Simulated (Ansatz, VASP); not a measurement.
One calculation of Na, two programs

```xyz
2
Lattice="3.6492 0.0000 0.0000 -1.8246 3.1603 0.0000 0.0000 0.0000 6.5577" Properties=species:S:1:pos:R:3 pbc="T T T"
Na    0.0000    2.1069    1.6394
Na    1.8246    1.0534    4.9183
```

Alike in both runs: task single point; functional PBEsol; k mesh 18 × 18 × 10; occupations gaussian, width 0.15 eV; no spin polarisation.

```csv
,VASP,Ansatz
version,VASP 6.6.1,Ansatz 0.2.0
potentials or method,"VASP PAW PBE potentials, release 64 (Na_pv), cutoff 520 eV","scalar-relativistic, plane waves, PAW"
valence electrons in the cell,14,18
```

```tsv
	VASP	Ansatz	Ansatz less VASP
gap on the k mesh at the Fermi level (eV)	none	none	-
pressure (GPa)	-0.3	-0.2	+0.03
traceless stress, the component that is largest in VASP (GPa)	-0.82	-0.82	+0.002
```

VASP's potentials were made for PBE, not for PBEsol. A gap of «none» marks a metal or a gap that the smearing closes. With one functional, cell and mesh, what is left measures potentials, basis and numerics. VASP's potentials hold 14 valence electrons a cell and Ansatz's 18, so a difference there can come from the potentials and not from the codes.
